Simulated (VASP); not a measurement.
# TaN in VASP: a series of runs, part 2 of 2

VASP 6.6.1.

## (4) Single point, PBE, collinear spin, ferromagnetic start

This run uses another cell than the first one, of 166.38 Å³/atom, 1.019 times its volume.

Contents of INCAR:

```
ALGO = Normal
EDIFF = 1E-6
ENCUT = 520
GGA = PE
ISIF = 2
ISMEAR = 0
ISPIN = 2
LASPH = T
LCHARG = F
LMAXMIX = 4
LORBIT = 11
LREAL = F
LWAVE = F
MAGMOM = 1.5 0.5
NBANDS = 19
NELM = 150
PREC = Accurate
SIGMA = 0.05
```

Contents of KPOINTS:

```
k-points
0
Gamma
  1 1 16
```

Contents of POSCAR:

```
TaN
1.0
    9.0000000000      0.0000000000      0.0000000000
    0.0000000000      9.3000000000      0.0000000000
    0.0000000000      0.0000000000      3.9755426005
Ta N
1 1
Direct
    0.5000000000      0.5000000000      0.0000000000
    0.5000000000      0.5000000000      0.5000000000
```

Potentials or basis: VASP PAW PBE potentials, release 64 (Ta_pv, N).

Started as:

```bash
cat potpaw_PBE.64/Ta_pv/POTCAR potpaw_PBE.64/N/POTCAR > POTCAR
mpirun -np 1 vasp_std > vasp.out
```

OUTCAR:

```text
EDIFF = 1E-6
   ENCUT = 520
   GGA = PE
   ISIF = 2
   ISMEAR = 0
   ISPIN = 2
   LASPH = T
   LORBIT = 11
   LREAL = F
   NELM = 150
   PREC = Accurate

 ion  position               nearest neighbor table
   1  0.500  0.500  0.000-   2 1.99   2 1.99
   2  0.500  0.500  0.500-   1 1.99   1 1.99

  LATTYP: Found a simple orthorhombic cell.
 ALAT       =     3.9755426005
 B/A-ratio  =     2.2638419216
 C/A-ratio  =     2.3393033190

  Lattice vectors:

 A1 = (   0.0000000000,   0.0000000000,   3.9755426005)
 A2 = (   9.0000000000,   0.0000000000,   0.0000000000)
 A3 = (   0.0000000000,   9.3000000000,   0.0000000000)

Analysis of symmetry for initial positions (statically):
=====================================================================
 Subroutine PRICEL returns:
 Original cell was already a primitive cell.

 Routine SETGRP: Setting up the symmetry group for a
 simple orthorhombic supercell.

 Subroutine GETGRP returns: Found  8 space group operations
 (whereof  8 operations were pure point group operations)
 out of a pool of  8 trial point group operations.

The static configuration has the point symmetry D_2h.

Analysis of symmetry for dynamics (positions and initial velocities):
=====================================================================
 Subroutine PRICEL returns:
 Original cell was already a primitive cell.

 Routine SETGRP: Setting up the symmetry group for a
 simple orthorhombic supercell.

 Subroutine GETGRP returns: Found  8 space group operations
 (whereof  8 operations were pure point group operations)
 out of a pool of  8 trial point group operations.

The dynamic configuration has the point symmetry D_2h.

Analysis of structural, dynamic, and magnetic symmetry:
=====================================================================
 Subroutine PRICEL returns:
 Original cell was already a primitive cell.

 Routine SETGRP: Setting up the symmetry group for a
 simple orthorhombic supercell.

 Subroutine GETGRP returns: Found  8 space group operations
 (whereof  8 operations were pure point group operations)
 out of a pool of  8 trial point group operations.

The overall configuration has the point symmetry D_2h.

 Subroutine INISYM returns: Found  8 space group operations
 (whereof  8 operations are pure point group operations),
 and found     1 'primitive' translations

----------------------------------------------------------------------------------------

                                     Primitive cell

  volume of cell :     332.7529

  direct lattice vectors                    reciprocal lattice vectors
     9.000000000  0.000000000  0.000000000     0.111111111  0.000000000  0.000000000
     0.000000000  9.300000000  0.000000000     0.000000000  0.107526882  0.000000000
     0.000000000  0.000000000  3.975542600     0.000000000  0.000000000  0.251537991

  length of vectors
     9.000000000  9.300000000  3.975542600     0.111111111  0.107526882  0.251537991

  position of ions in fractional coordinates (direct lattice)
     0.500000000  0.500000000  0.000000000
     0.500000000  0.500000000  0.500000000

  ion indices of the primitive-cell ions
   primitive index   ion index
[... 51 lines left out ...]
   ICHARG =      2    charge: 1-file 2-atom 10-const
   ISPIN  =      2    spin polarized calculation?
   LNONCOLLINEAR =      F non collinear calculations
   LSORBIT =      F    spin-orbit coupling
   LASPH  =      T    aspherical Exc in radial PAW
   ENCUT  =  520.0 eV  38.22 Ry    6.18 a.u.  16.73 17.29  7.39*2*pi/ulx,y,z
   NELM   =    150;   NELMIN=  2; NELMDL= -5     # of ELM steps
   EDIFF  = 0.1E-05   stopping-criterion for ELM
   LREAL  =      F    real-space projection
   EDIFFG = 0.1E-04   stopping-criterion for IOM
   NSW    =      0    number of steps for IOM
   IBRION =     -1    ionic relax: 0-MD 1-quasi-New 2-CG
   NFREE  =      0    steps in history (QN), initial steepest desc. (CG)
   ISIF   =      2    stress and relaxation
   ISYM   =      2    0-nonsym 1-usesym 2-fastsym
   POTIM  = 0.5000    time-step for ionic-motion
   TEBEG  =    0.0;   TEEND  =   0.0 temperature during run
   PSTRESS=    0.0 pullay stress
   NELECT =      16.0000    total number of electrons
   NUPDOWN=      -1.0000    fix difference up-down
   EMIN   =  10.00;   EMAX   =-10.00  energy-range for DOS
   EFERMI =   0.00;   METHOD = LEGACY
   ISMEAR =     0;   SIGMA  =   0.05  broadening in eV -4-tet -1-fermi 0-gaus
   EFERMI_NEDOS =   21; number of points for ismear=-14 and -15
   IALGO  =     38    algorithm
   IMIX   =      4    mixing-type and parameters
     AMIX     =   0.40;   BMIX     =  1.00
     AMIX_MAG =   1.60;   BMIX_MAG =  1.00
  volume/ion in A,a.u.               =     166.38      1122.76
  Fermi-wavevector in a.u.,A,eV,Ry     =   0.595307  1.124967  4.821772  0.354390
  Thomas-Fermi vector in A             =   1.645221
   LORBIT       =     11    0 simple, 1 ext, 2 COOP (PROOUT), +10 PAW based schemes
   GGA     = PE    functional components
   LHFCALC =     F    Hartree Fock is set to
   AEXX    =    0.0000 exact exchange contribution
   IVDW    =     0    specifies the selected vdW correction
   LEPSILON=     F    determine dielectric tensor
   LRPA    =     F    only Hartree local field effects (RPA)
 spin polarized calculation
 Gauss-broadening in eV      SIGMA  =   0.05
  energy-cutoff  :      520.00
  volume of cell :      332.75
 maximum number of plane-waves:      8995
 NGX is ok and might be reduce to    70
   NGX = 33   NGY = 35   NGZ = 15

 number of electron      15.9999997 magnetization       1.9999914

 Free energy of the ion-electron system (eV)
  ---------------------------------------------------
  ext. energy  EPLUGINS =         0.00000000
  ---------------------------------------------------
  free energy    TOTEN  =       -16.07391855 eV

  energy without entropy =      -16.07391855  energy(sigma->0) =      -16.07391855

 E-fermi :  -3.5715     XC(G=0):  -2.3337

 val. band max:       -3.7720568352   @ k =   0.0000   0.0000   0.0000
 cond. band min:      -3.3678671764   @ k =   0.0000   0.0000   0.0000
 fundamental gap:      0.4041896588
 Fermi energy:        -3.5715239490

 spin component 1

 k-point     1 :       0.0000    0.0000    0.0000
  band No.  band energies     occupation
      1     -39.1774      1.00000
      2     -39.1774      1.00000
      3     -38.5259      1.00000
      4     -16.6896      1.00000
      5      -4.7642      1.00000
      6      -4.6372      1.00000
[... 174 lines left out ...]
      5      -8.6186      1.00000
      6      -6.3792      1.00000
[... 11 lines left out ...]
     18       3.4003      0.00000
     19       3.4612      0.00000
 Fermi energy:        -3.5715239490

 spin component 2

 k-point     1 :       0.0000    0.0000    0.0000
  band No.  band energies     occupation
      1     -38.2993      1.00000
      2     -38.2986      1.00000
      3     -38.0789      1.00000
      4     -16.8137      1.00000
      5      -4.6767      1.00000
      6      -4.6759      1.00000
[... 175 lines left out ...]
      6      -6.2322      1.00000
[... 11 lines left out ...]
     18       3.8171      0.00000
     19       4.3263      0.00000

------------------------ aborting loop because EDIFF is reached ----------------------------------------

  FORCE on cell =-STRESS in cart. coord.  units (eV):
  Direction    XX          YY          ZZ          XY          YZ          ZX
  --------------------------------------------------------------------------------------
  -------------------------------------------------------------------------------------
  Total       -0.0504563     -0.0407898     -4.2286551      0.0000000      0.0000000     -0.0000000
  in kB       -0.2429428     -0.1963993    -20.3606190      0.0000000      0.0000000     -0.0000000
  external PRESSURE =      -6.9333204 kB  Pullay stress =       0.0000000 kB

 VOLUME and BASIS-vectors are now :
 -----------------------------------------------------------------------------
  energy-cutoff  :      520.00
  volume of cell :      332.75
      direct lattice vectors                 reciprocal lattice vectors
     9.000000000  0.000000000  0.000000000     0.111111111  0.000000000  0.000000000
     0.000000000  9.300000000  0.000000000     0.000000000  0.107526882  0.000000000
     0.000000000  0.000000000  3.975542600     0.000000000  0.000000000  0.251537991

 POSITION                                       TOTAL-FORCE (eV/Angst)
 -----------------------------------------------------------------------------------
      4.50000      4.65000      0.00000         0.000000      0.000000      0.000000
      4.50000      4.65000      1.98777         0.000000      0.000000      0.000000
 -----------------------------------------------------------------------------------
    total drift:                                0.000000      0.000000      0.000000

  FREE ENERGIE OF THE ION-ELECTRON SYSTEM (eV)
  ---------------------------------------------------
  free  energy   TOTEN  =       -16.0739185458 eV

  energy  without entropy=      -16.0739185456  energy(sigma->0) =      -16.07391855

 total charge

# of ion       s       p       d       tot
------------------------------------------
    1        0.357   6.148   2.129   8.634
    2        1.280   2.399   0.000   3.678
--------------------------------------------------
tot          1.637   8.546   2.129  12.312

 magnetization (x)

# of ion       s       p       d       tot
------------------------------------------
    1        0.184   0.006   1.010   1.201
    2        0.001  -0.099   0.000  -0.098
--------------------------------------------------
tot          0.185  -0.093   1.010   1.103
```

Wall time 92 s (1 thread of Intel Xeon 6975P-C (Granite Rapids), shared host); peak memory 0.52 GiB.

What came out:

| Item | Value |
| --- | --- |
| Free energy | -16.0739 eV |
| Band gap on the k mesh | 0.40 eV, direct |
| Net moment | 2.00 μB per cell |
| Site moments | Ta +1.20; N -0.10 μB |
| Valence electrons inside the program's atomic spheres | Ta 8.63; N 3.68 |

Caveat: spin-orbit coupling is left out, which moves the levels of the heavy elements.

## (5) Overview

| cell | gap on the mesh (eV) | moment (μB) |
| --- | --- | --- |
| a = 9.000, b = 9.300, c = 3.901 Å, 2 atoms | 0.26 | 2.00 |
| a = 9.000, b = 9.300, c = 3.900 Å, 2 atoms | 0.26 | 2.00 |
| a = 9.000, b = 9.300, c = 3.976 Å, 2 atoms | 0.40 | 2.00 |

Alike in all rows: task single point; level PBE; potentials or basis VASP PAW PBE potentials, release 64 (Ta_pv, N); spin collinear, ferromagnetic start; k mesh 1 × 1 × 16; cutoff (eV) 520; smearing gaussian 0.05 eV.

Caveats: spin-orbit coupling is left out, which moves the levels of the heavy elements.

Absolute energies hang on the potentials; compare differences alone.
